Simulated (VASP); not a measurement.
# BN (P6_3mc) in VASP: a series of runs

The runs below take BN through single point, with r2SCAN.

Everything below comes from runs of VASP 6.6.1. Logs are shortened: lines on timing, memory, paths and dates and some standing lists are left out, and cuts for length are marked.

## 1. The cell of the first run

Symmetry: P6_3mc, No. 186, hexagonal system. Conventional cell: a = 2.567 Å, b = 2.567 Å, c = 4.227 Å, α = 90.00°, β = 90.00°, γ = 120.00°. B (site symmetry 3m) has 4 N at 1.57 to 1.58 Å within 2.1 Å. Within 2.1 Å of N (site symmetry 3m) lie 4 B at 1.57 to 1.58 Å.

## 2. Single point, r2SCAN (strain +0.0050 x Voigt [1, 1, 0, 0, 0, 0])

Contents of POSCAR:

```
BN
1.0
    2.5667092997      0.0000000000      0.0000000000
   -1.2833546499      2.2228354577      0.0000000000
    0.0000000000      0.0000000000      4.2268550000
B N
2 2
Direct
    0.6666666667      0.3333333333      0.9997240000
    0.3333333333      0.6666666667      0.4997240000
    0.6666666667      0.3333333333      0.6252760000
    0.3333333333      0.6666666667      0.1252760000
```

Contents of INCAR.step1:

```
PREC = Accurate ; ENCUT = 520
ISMEAR = 0 ; SIGMA = 0.05
LREAL = F ; LASPH = T
NELM = 80 ; NBANDS = 16
GGA = PE ; ALGO = Normal
EDIFF = 1E-4 ; LWAVE = T
LCHARG = F
```

Contents of INCAR.step2:

```
PREC = Accurate ; ENCUT = 520
EDIFF = 1E-6 ; ISMEAR = 0
SIGMA = 0.05 ; LREAL = F
LASPH = T ; NELM = 80
ALGO = Normal ; ISIF = 2
LWAVE = F ; LCHARG = F
METAGGA = R2SCAN ; LMIXTAU = T
NBANDS = 16 ; ISTART = 1
```

Contents of KPOINTS:

```
regular mesh
0
Gamma
  12 12 6
```

Potentials or basis: VASP PAW PBE potentials, release 64 (B, N).

Run with:

```console
$ cat potpaw_PBE.64/B/POTCAR potpaw_PBE.64/N/POTCAR > POTCAR
$ cp INCAR.step1 INCAR
$ mpirun -np 1 vasp_std > vasp.out
$ cp INCAR.step2 INCAR
$ mpirun -np 1 vasp_std > vasp.out
```

OUTCAR:

```text
PREC = Accurate
   ENCUT = 520
   EDIFF = 1E-6
   ISMEAR = 0
   LREAL = F
   LASPH = T
   NELM = 80
   ISIF = 2
   METAGGA = R2SCAN
   ISTART = 1

 ion  position               nearest neighbor table
   1  0.667  0.333  1.000-   4 1.57   4 1.57   4 1.57   3 1.58
   2  0.333  0.667  0.500-   3 1.57   3 1.57   3 1.57   4 1.58
   3  0.667  0.333  0.625-   2 1.57   2 1.57   2 1.57   1 1.58
   4  0.333  0.667  0.125-   1 1.57   1 1.57   1 1.57   2 1.58

  LATTYP: Found a hexagonal cell.
 ALAT       =     2.5667092997
 C/A-ratio  =     1.6467992696

  Lattice vectors:

 A1 = (   2.5667092997,   0.0000000000,   0.0000000000)
 A2 = (  -1.2833546499,   2.2228354577,   0.0000000000)
 A3 = (   0.0000000000,   0.0000000000,   4.2268550000)

Analysis of symmetry for initial positions (statically):
=====================================================================
 Subroutine PRICEL returns:
 Original cell was already a primitive cell.

 Routine SETGRP: Setting up the symmetry group for a
 hexagonal supercell.

 Subroutine GETGRP returns: Found 12 space group operations
 (whereof  6 operations were pure point group operations)
 out of a pool of 24 trial point group operations.

The static configuration has the point symmetry C_3v.
 The point group associated with its full space group is C_6v.

Analysis of symmetry for dynamics (positions and initial velocities):
=====================================================================
 Subroutine PRICEL returns:
 Original cell was already a primitive cell.

 Routine SETGRP: Setting up the symmetry group for a
 hexagonal supercell.

 Subroutine GETGRP returns: Found 12 space group operations
 (whereof  6 operations were pure point group operations)
 out of a pool of 24 trial point group operations.

The dynamic configuration has the point symmetry C_3v.
 The point group associated with its full space group is C_6v.

 Subroutine INISYM returns: Found 12 space group operations
 (whereof  6 operations are pure point group operations),
 and found     1 'primitive' translations

----------------------------------------------------------------------------------------

                                     Primitive cell

  volume of cell :      24.1158

  direct lattice vectors                    reciprocal lattice vectors
     2.566709300  0.000000000  0.000000000     0.389603918  0.224937927  0.000000000
    -1.283354650  2.222835458  0.000000000     0.000000000  0.449875854  0.000000000
     0.000000000  0.000000000  4.226855000     0.000000000  0.000000000  0.236582518

  length of vectors
     2.566709300  2.566709300  4.226855000     0.449875854  0.449875854  0.236582518

  position of ions in fractional coordinates (direct lattice)
     0.666666667  0.333333333  0.999724000
     0.333333333  0.666666667  0.499724000
     0.666666667  0.333333333  0.625276000
     0.333333333  0.666666667  0.125276000

  ion indices of the primitive-cell ions
   primitive index   ion index
                 1           1
                 2           2
                 3           3
                 4           4

----------------------------------------------------------------------------------------

 KPOINTS: regular mesh

Automatic generation of k-mesh.
 Grid dimensions read from file:
 generate k-points for:   12   12    6

 Generating k-lattice:

  Cartesian coordinates                     Fractional coordinates (reciprocal lattice)
     0.032466993  0.018744827  0.000000000     0.083333333  0.000000000  0.000000000
     0.000000000  0.037489655  0.000000000     0.000000000  0.083333333  0.000000000
     0.000000000  0.000000000  0.039430420     0.000000000  0.000000000  0.166666667

  Length of vectors
     0.037489655  0.037489655  0.039430420

  Shift w.r.t. Gamma in fractional coordinates (k-lattice)
     0.000000000  0.000000000  0.000000000

 Subroutine IBZKPT returns following result:
 ===========================================

 Found     76 irreducible k-points:

 Following reciprocal coordinates:
            Coordinates               Weight
  0.000000  0.000000  0.000000      1.000000
  0.083333  0.000000  0.000000      6.000000
  0.166667  0.000000  0.000000      6.000000
  0.250000  0.000000  0.000000      6.000000
  0.333333  0.000000  0.000000      6.000000
  0.416667  0.000000  0.000000      6.000000
[... 16 lines left out ...]
  0.250000  0.000000  0.166667     12.000000
  0.333333  0.000000  0.166667     12.000000
 [... further k-points ...]
   k-points           NKPTS =     76   k-points in BZ     NKDIM =     76   number of bands    NBANDS=     16
   number of dos      NEDOS =    301   number of ions     NIONS =      4
   total plane-waves  NPLWV =  12800
   dimension x,y,z NGX =    20 NGY =   20 NGZ =   32
   dimension x,y,z NGXF=    40 NGYF=   40 NGZF=   64
   ions per type =               2   2
   NGX,Y,Z   is equivalent  to a cutoff of  12.95, 12.95, 12.59 a.u.
   NGXF,Y,Z  is equivalent  to a cutoff of  25.91, 25.91, 25.17 a.u.
 SYSTEM =  unknown system
   PREC   = accura    normal or accurate (medium, high low for compatibility)
   ISTART =      1    job   : 0-new  1-cont  2-samecut
   ICHARG =      0    charge: 1-file 2-atom 10-const
   ISPIN  =      1    spin polarized calculation?
   LNONCOLLINEAR =      F non collinear calculations
   LSORBIT =      F    spin-orbit coupling
   LASPH  =      T    aspherical Exc in radial PAW
   ENCUT  =  520.0 eV  38.22 Ry    6.18 a.u.   4.77  4.77  7.86*2*pi/ulx,y,z
   NELM   =     80;   NELMIN=  2; NELMDL=  0     # of ELM steps
   EDIFF  = 0.1E-05   stopping-criterion for ELM
   LREAL  =      F    real-space projection
[... 7 lines left out ...]
   TEBEG  =    0.0;   TEEND  =   0.0 temperature during run
   PSTRESS=    0.0 pullay stress
   NELECT =      16.0000    total number of electrons
   NUPDOWN=      -1.0000    fix difference up-down
   EMIN   =  10.00;   EMAX   =-10.00  energy-range for DOS
   EFERMI =   0.00;   METHOD = LEGACY
   ISMEAR =     0;   SIGMA  =   0.05  broadening in eV -4-tet -1-fermi 0-gaus
   EFERMI_NEDOS =   21; number of points for ismear=-14 and -15
   IALGO  =     38    algorithm
   IMIX   =      4    mixing-type and parameters
     AMIX     =   0.40;   BMIX     =  1.00
     AMIX_MAG =   1.60;   BMIX_MAG =  1.00
  volume/ion in A,a.u.               =       6.03        40.69
  Fermi-wavevector in a.u.,A,eV,Ry     =   1.427845  2.698236 27.738757  2.038741
  Thomas-Fermi vector in A             =   2.547971
   LORBIT       =      0    0 simple, 1 ext, 2 COOP (PROOUT), +10 PAW based schemes
   METAGGA = R2SCAN    functional components
   LHFCALC =     F    Hartree Fock is set to
   AEXX    =    0.0000 exact exchange contribution
   IVDW    =     0    specifies the selected vdW correction
   LEPSILON=     F    determine dielectric tensor
   LRPA    =     F    only Hartree local field effects (RPA)
 non-spin polarized calculation
 Gauss-broadening in eV      SIGMA  =   0.05
  energy-cutoff  :      520.00
  volume of cell :       24.12
 maximum number of plane-waves:       668
 NGX is ok and might be reduce to    20
   NGX =  9   NGY =  9   NGZ = 15

 number of electron      16.0000000 magnetization

 Free energy of the ion-electron system (eV)
  ---------------------------------------------------
  ext. energy  EPLUGINS =         0.00000000
  ---------------------------------------------------
  free energy    TOTEN  =       -38.25598193 eV

  energy without entropy =      -38.25598193  energy(sigma->0) =      -38.25598193

 E-fermi :   7.4278     XC(G=0): -13.5271

 val. band max:        7.1492857015   @ k =   0.0000   0.0000   0.0000
 cond. band min:      12.9023584809   @ k =   0.3333   0.3333   0.0000
 fundamental gap:      5.7530727795
 Fermi energy:         7.4277571939

 k-point     1 :       0.0000    0.0000    0.0000
  band No.  band energies     occupation
      1     -14.0807      2.00000
      2      -9.9070      2.00000
      3      -3.9599      2.00000
      4       4.9538      2.00000
      5       4.9538      2.00000
      6       6.8903      2.00000
[... 8 lines left out ...]
     15      19.7396      0.00000
     16      24.3479      0.00000

 k-point     2 :       0.0833    0.0000    0.0000
  band No.  band energies     occupation
      1     -13.9273      2.00000
      2      -9.7912      2.00000
      3      -3.8075      2.00000
      4       4.2403      2.00000
      5       4.6678      2.00000
      6       6.5489      2.00000
[... 8 lines left out ...]
     15      20.1988      0.00000
     16      24.0853      0.00000

 k-point     3 :       0.1667    0.0000    0.0000
  band No.  band energies     occupation
      1     -13.4726      2.00000
      2      -9.4606      2.00000
      3      -3.3567      2.00000
      4       2.5328      2.00000
      5       3.9952      2.00000
      6       5.0839      2.00000
[... 8 lines left out ...]
     15      21.3985      0.00000
     16      23.3220      0.00000

 k-point     4 :       0.2500    0.0000    0.0000
  band No.  band energies     occupation
      1     -12.7361      2.00000
      2      -8.9819      2.00000
      3      -2.6295      2.00000
      4       0.5230      2.00000
      5       3.2399      2.00000
      6       3.2590      2.00000
[... 8 lines left out ...]
     15      22.9594      0.00000
     16      23.3725      0.00000
[... 324 lines left out ...]
 k-point    22 :       0.1667    0.0000    0.1667
  band No.  band energies     occupation
      1     -13.3056      2.00000
      2      -9.9703      2.00000
      3      -2.5765      2.00000
      4       2.6853      2.00000
      5       4.1314      2.00000
      6       4.6189      2.00000
[... 8 lines left out ...]
     15      21.0655      0.00000
     16      23.3177      0.00000

 k-point    23 :       0.2500    0.0000    0.1667
  band No.  band energies     occupation
      1     -12.5746      2.00000
      2      -9.4330      2.00000
      3      -2.0066      2.00000
      4       0.7595      2.00000
      5       2.8061      2.00000
      6       3.3838      2.00000
[... 8 lines left out ...]
     15      22.6037      0.00000
     16      23.4685      0.00000

 k-point    24 :       0.3333    0.0000    0.1667
  band No.  band energies     occupation
      1     -11.6146      2.00000
      2      -8.8664      2.00000
      3      -1.8845      2.00000
      4      -0.3642      2.00000
      5       0.9897      2.00000
      6       2.7516      2.00000
[... 8 lines left out ...]
     15      24.0718      0.00000
     16      24.3139      0.00000

 [... further k-points ...]
[... 5 lines left out ...]
  --------------------------------------------------------------------------------------
  -------------------------------------------------------------------------------------
  Total       -1.3107081     -1.3107081     -0.6993911      0.0000000      0.0000000     -0.0000000
  in kB      -87.0793574    -87.0793574    -46.4653638      0.0000000      0.0000000     -0.0000000
  external PRESSURE =     -73.5413595 kB  Pullay stress =       0.0000000 kB

 VOLUME and BASIS-vectors are now :
 -----------------------------------------------------------------------------
  energy-cutoff  :      520.00
  volume of cell :       24.12
      direct lattice vectors                 reciprocal lattice vectors
     2.566709300  0.000000000  0.000000000     0.389603918  0.224937927  0.000000000
    -1.283354650  2.222835458  0.000000000     0.000000000  0.449875854  0.000000000
     0.000000000  0.000000000  4.226855000     0.000000000  0.000000000  0.236582518

 POSITION                                       TOTAL-FORCE (eV/Angst)
 -----------------------------------------------------------------------------------
      1.28335      0.74095      4.22569        -0.000000      0.000000      0.024262
     -0.00000      1.48189      2.11226        -0.000000      0.000000      0.024262
      1.28335      0.74095      2.64295        -0.000000      0.000000     -0.024262
     -0.00000      1.48189      0.52952         0.000000     -0.000000     -0.024262
 -----------------------------------------------------------------------------------
    total drift:                                0.000000      0.000000      0.002324

  FREE ENERGIE OF THE ION-ELECTRON SYSTEM (eV)
  ---------------------------------------------------
  free  energy   TOTEN  =       -38.2559819297 eV

  energy  without entropy=      -38.2559819297  energy(sigma->0) =      -38.25598193
```

Run time: 39 s. Hardware: 1 thread of Intel Xeon 6975P-C (Granite Rapids), shared host; peak memory 0.15 GiB.

What came out:

```
Free energy            : -38.2560 eV
Pressure               : -7.4 GPa
Largest force          : 0.024 eV/Å
Band gap on the k mesh : 5.75 eV, indirect (least direct gap 8.84 eV)
```

Forces on the atoms (eV/Å):
```
B    0.000  0.000  0.024
B    0.000  0.000  0.024
N    0.000  0.000 -0.024
N    0.000  0.000 -0.024
```

Levels at points of the mesh, in eV from the valence-band top:
| k point | band 5 | band 6 | band 7 | band 8 | band 9 | band 10 | band 11 | band 12 |
| --- | --- | --- | --- | --- | --- | --- | --- | --- |
| (0.00, 0.00, 0.00) | -2.20 | -0.26 | 0.00 | 0.00 | 8.94 | 8.94 | 9.32 | 9.84 |
| (0.50, 0.00, 0.00) | -7.09 | -5.10 | -4.44 | -2.13 | 7.16 | 8.55 | 11.21 | 11.97 |
| (0.00, 0.00, 0.50) | -1.21 | -1.21 | -1.21 | -1.21 | 9.96 | 9.96 | 10.53 | 10.53 |
| (0.50, 0.00, 0.50) | -3.84 | -3.84 | -3.64 | -3.64 | 7.12 | 7.12 | 10.59 | 10.59 |

Caveat: the cell differs from its parent crystal (strain +0.0050 x Voigt [1, 1, 0, 0, 0, 0]); the PAW data sets were made with another functional, which shifts forces and pressure a little. A k mesh can miss the band edges.

(Continued in part 2 of 2.)
